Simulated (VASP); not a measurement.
# HfB2 (P6/mmm) in VASP: a series of runs, part 2 of 2

VASP 6.6.1.

### 5 Relaxation of cell and atoms, PBE

The input, INCAR:

```
PREC = Accurate
ENCUT = 600
EDIFF = 1E-7
ISMEAR = 0
SIGMA = 0.1
LREAL = F
LASPH = T
NELM = 80
ALGO = Normal
ISIF = 3
LWAVE = F
LCHARG = F
GGA = PE
IBRION = 2
NSW = 100
EDIFFG = -0.002
```

The input, KPOINTS:

```
Automatic mesh
0
Gamma
  15 15 12
```

The input, POSCAR:

```
HfB2
1.0
    3.1326790800      0.0000000000      0.0000000000
   -1.5663395400      2.7129796700      0.0000000000
    0.0000000000      0.0000000000      3.4792139900
Hf B
1 2
Direct
    0.0000000000      0.0000000000      0.0000000000
    0.3333333300      0.6666666700      0.5000000000
    0.6666666700      0.3333333300      0.5000000000
```

Potentials or basis: VASP PAW PBE potentials, release 64 (Hf_pv, B).

Command:

```
cat potpaw_PBE.64/Hf_pv/POTCAR potpaw_PBE.64/B/POTCAR > POTCAR
mpirun -np 1 vasp_std > vasp.out
```

OUTCAR:

```text
PREC = Accurate
   ENCUT = 600
   EDIFF = 1E-7
   ISMEAR = 0
   LREAL = F
   LASPH = T
   NELM = 80
   ISIF = 3
   GGA = PE
   IBRION = 2
   NSW = 100
   EDIFFG = -0.002

 ion  position               nearest neighbor table
   1  0.000  0.000  0.000-   2 2.51   3 2.51   2 2.51   3 2.51   3 2.51   3 2.51   2 2.51   2 2.51
                             3 2.51   3 2.51   2 2.51   2 2.51
   2  0.333  0.667  0.500-   3 1.81   3 1.81   3 1.81   1 2.51   1 2.51   1 2.51   1 2.51   1 2.51
                             1 2.51
   3  0.667  0.333  0.500-   2 1.81   2 1.81   2 1.81   1 2.51   1 2.51   1 2.51   1 2.51   1 2.51
                             1 2.51

  LATTYP: Found a hexagonal cell.
 ALAT       =     3.1326790800
 C/A-ratio  =     1.1106193457

  Lattice vectors:

 A1 = (   3.1326790800,   0.0000000000,   0.0000000000)
 A2 = (  -1.5663395400,   2.7129796700,   0.0000000000)
 A3 = (   0.0000000000,   0.0000000000,   3.4792139900)

Analysis of symmetry for initial positions (statically):
=====================================================================
 Subroutine PRICEL returns:
 Original cell was already a primitive cell.

 Routine SETGRP: Setting up the symmetry group for a
 hexagonal supercell.

 Subroutine GETGRP returns: Found 24 space group operations
 (whereof 24 operations were pure point group operations)
[... 352 lines left out ...]

 number of electron      15.9999999 magnetization

 Free energy of the ion-electron system (eV)
  ---------------------------------------------------
  ext. energy  EPLUGINS =         0.00000000
  ---------------------------------------------------
  free energy    TOTEN  =       -26.40368889 eV

  energy without entropy =      -26.40258144  energy(sigma->0) =      -26.40313517

 E-fermi :   7.6670     XC(G=0): -12.5786

 val. band max:        7.6189260660   @ k =   0.4000   0.1333   0.0000
 cond. band min:       7.6868699000   @ k =   0.0667   0.0667   0.4167
 fundamental gap:      0.0679438340
 Fermi energy:         7.6669966191

 k-point     1 :       0.0000    0.0000    0.0000
  band No.  band energies     occupation
      1     -23.0096      2.00000
      2     -22.5136      2.00000
      3     -22.5136      2.00000
      4      -6.0930      2.00000
      5       4.6403      2.00000
      6       4.7591      2.00000
      7       4.7591      2.00000
      8       4.8463      2.00000
      9      11.6474      0.00000
     10      11.6474      0.00000
     11      12.2693      0.00000
     12      12.2693      0.00000
[... 331 lines left out ...]
 k-point    24 :       0.4000    0.2000    0.0000
  band No.  band energies     occupation
      1     -23.1769      2.00000
      2     -22.8680      2.00000
      3     -22.8566      2.00000
      4      -1.4349      2.00000
      5      -1.1406      2.00000
      6       1.5696      2.00000
      7       4.0711      2.00000
      8       6.5765      2.00000
      9       7.4015      1.99983
     10      10.6025      0.00000
     11      12.2583      0.00000
     12      14.4933      0.00000

 [... further k-points ...]

------------------------ aborting loop because EDIFF is reached ----------------------------------------

  FORCE on cell =-STRESS in cart. coord.  units (eV):
  Direction    XX          YY          ZZ          XY          YZ          ZX
  --------------------------------------------------------------------------------------
  -------------------------------------------------------------------------------------
  Total        0.0031349      0.0031349     -0.0015334      0.0000000     -0.0000000      0.0000000
  in kB        0.1683867      0.1683867     -0.0823639      0.0000000     -0.0000000      0.0000000
  external PRESSURE =       0.0848032 kB  Pullay stress =       0.0000000 kB
[... 18 lines left out ...]
  FREE ENERGIE OF THE ION-ELECTRON SYSTEM (eV)
  ---------------------------------------------------
  free  energy   TOTEN  =       -26.4036888943 eV

  energy  without entropy=      -26.4025814445  energy(sigma->0) =      -26.40313517

 reached required accuracy - stopping structural energy minimisation
```

CONTCAR:

```text
HfB2
   1.00000000000000
     3.1426938377980029   -0.0000000000000000   -0.0000000000000000
    -1.5713469188990015    2.7216527047120032    0.0000000000000000
    -0.0000000000000000    0.0000000000000000    3.4873261444025205
  Hf              B
     1     2
Direct
     0.0000000000000000    0.0000000000000000    1.0000000000000000
     0.3333333300000021    0.6666666699999979    0.5000000000000000
     0.6666666699999979    0.3333333300000021    0.5000000000000000

  0.00000000E+00  0.00000000E+00  0.00000000E+00
  0.00000000E+00  0.00000000E+00  0.00000000E+00
  0.00000000E+00  0.00000000E+00  0.00000000E+00
```

Run time: 5.8 min. Hardware: 1 thread of Intel Xeon 8259CL, shared host; peak memory 0.24 GiB.

Results:

```yaml
Free_energy: -26.4037 eV
Relaxed_volume: 9.94 Å³/atom
Relaxed_cell: a = 3.143 Å, b = 3.143 Å, c = 3.487 Å, α = 90.00°, β = 90.00°, γ = 120.00°
Space_group_after_relaxing_to_0.1_Å: P6/mmm (No. 191)
Energy_gained_by_relaxing: 0.6 meV/atom
Ionic_steps: 6
Pressure_after_relaxing: 0.0 GPa
Band_gap_on_the_k_mesh: zero (bands 8 and 9 overlap by 1.04 eV)
```

The path:
| step | energy change (eV) | largest force (eV/Å) | pressure (GPa) | volume (Å³) |
| --- | --- | --- | --- | --- |
| 1 | 0.0000 | 0.0000 | 2.27 | 29.57 |
| 2 | 0.0013 | 0.0000 | -2.85 | 30.17 |
| 3 | -0.0018 | 0.0000 | 0.00 | 29.83 |
| 4 | -0.0018 | 0.0000 | -0.04 | 29.83 |
| 5 | -0.0018 | 0.0000 | 0.04 | 29.82 |
| 6 | -0.0018 | 0.0000 | 0.01 | 29.83 |

Final structure:
```
CELL_PARAMETERS angstrom
3.14269 0.00000 0.00000
-1.57135 2.72165 0.00000
0.00000 0.00000 3.48733
ATOMIC_POSITIONS crystal
Hf 0.00000 0.00000 0.00000
B 0.33333 0.66667 0.50000
B 0.66667 0.33333 0.50000
```

Caveat: spin-orbit coupling is left out, which moves the levels of the heavy elements.

### 6 Relaxation of cell and atoms, PBE

This run uses another cell than the first one, of 9.96 Å³/atom.

The input, INCAR:

```
SYSTEM = HfB2
PREC = Accurate ; ENCUT = 600
EDIFF = 1E-6 ; ISMEAR = -1
SIGMA = 0.15 ; LREAL = .False.
LASPH = .True. ; NELM = 100
ALGO = Normal ; ISIF = 3
LWAVE = .False. ; LCHARG = .False.
GGA = PE ; IBRION = 2
NSW = 80 ; EDIFFG = -0.001
```

The input, KPOINTS:

```
regular mesh
0
Gamma
  15 15 12
  0 0 0
```

The input, POSCAR:

```
HfB2
1.0
    3.1450434679      0.0000000000      0.0000000000
   -1.5725217339      2.7236875392      0.0000000000
    0.0000000000      0.0000000000      3.4874273559
Hf B
1 2
Direct
    0.0000000000      0.0000000000      0.0000000000
    0.3333333333      0.6666666667      0.5000000000
    0.6666666667      0.3333333333      0.5000000000
```

Potentials or basis: VASP PAW PBE potentials, release 64 (Hf_pv, B).

Command:

```
cat potpaw_PBE.64/Hf_pv/POTCAR potpaw_PBE.64/B/POTCAR > POTCAR
mpirun -np 1 vasp_std > vasp.out
```

Run time: 6.8 min. Hardware: 1 thread of Intel Xeon 8259CL, shared host; peak memory 0.24 GiB.

It converged, with:

| Property | Result |
| --- | --- |
| Free energy | -26.4125 eV |
| Relaxed volume | 9.94 Å³/atom |
| Relaxed cell | a = 3.143 Å, b = 3.143 Å, c = 3.486 Å, α = 90.00°, β = 90.00°, γ = 120.00° |
| Space group after relaxing (to 0.1 Å) | P6/mmm (No. 191) |
| Energy gained by relaxing | 0.0 meV/atom |
| Ionic steps | 13 |
| Pressure after relaxing | 0.0 GPa |
| Band gap on the k mesh | zero (bands 8 and 9 overlap by 1.04 eV) |

Final structure:
```cif
data_structure
_symmetry_space_group_name_H-M 'P 1'
_symmetry_Int_Tables_number 1
_cell_length_a 3.1435
_cell_length_b 3.1435
_cell_length_c 3.4863
_cell_angle_alpha 90.000
_cell_angle_beta 90.000
_cell_angle_gamma 120.000
_cell_volume 29.83
loop_
_atom_site_label
_atom_site_type_symbol
_atom_site_fract_x
_atom_site_fract_y
_atom_site_fract_z
_atom_site_occupancy
Hf1 Hf 0.00000 0.00000 0.00000 1
B1 B 0.33333 0.66667 0.50000 1
B2 B 0.66667 0.33333 0.50000 1
```

Levels at points of the mesh, in eV from the Fermi level:
```csv
k point,band 6,band 7,band 8,band 9,band 10,band 11
"(0.00, 0.00, 0.00)",-2.89,-2.89,-2.80,4.00,4.00,4.63
"(0.00, 0.00, 0.50)",-1.20,-1.20,0.32,0.32,0.99,0.99
```

Caveat: spin-orbit coupling is left out, which moves the levels of the heavy elements.

### 7 Overview

```tsv
task	cell	k mesh	cutoff (eV)	smearing	gap on the mesh (eV)	pressure (GPa)	relaxed volume (Å³/atom)
single point	a = 3.133, b = 3.133, c = 3.479 Å, angles 90.0, 90.0, 120.0°, 3 atoms	6 × 6 × 6	520	gaussian 0.1 eV	none	2.5	-
single point	a = 3.145, b = 3.145, c = 3.487 Å, angles 90.0, 90.0, 120.0°, 3 atoms	15 × 15 × 12	520	gaussian 0.1 eV	none	-0.4	-
single point	a = 3.146, b = 3.146, c = 3.486 Å, angles 90.0, 90.0, 120.0°, 3 atoms	15 × 15 × 12	520	fermi-dirac 0.15 eV	none	-0.4	-
relaxation of cell and atoms	relaxed from a = 3.133, b = 3.133, c = 3.479 Å, angles 90.0, 90.0, 120.0°, 3 atoms	15 × 15 × 12	600	gaussian 0.1 eV	none	0.0	9.94
relaxation of cell and atoms	relaxed from a = 3.145, b = 3.145, c = 3.487 Å, angles 90.0, 90.0, 120.0°, 3 atoms	15 × 15 × 12	600	fermi-dirac 0.15 eV	none	0.0	9.94
```

Alike in all rows: level PBE; potentials or basis VASP PAW PBE potentials, release 64 (Hf_pv, B); no spin polarisation.

Caveats: some runs use coarse meshes; spin-orbit coupling is left out, which moves the levels of the heavy elements.

Total energies depend on the potentials used, so only differences within one code and one set of settings carry meaning.
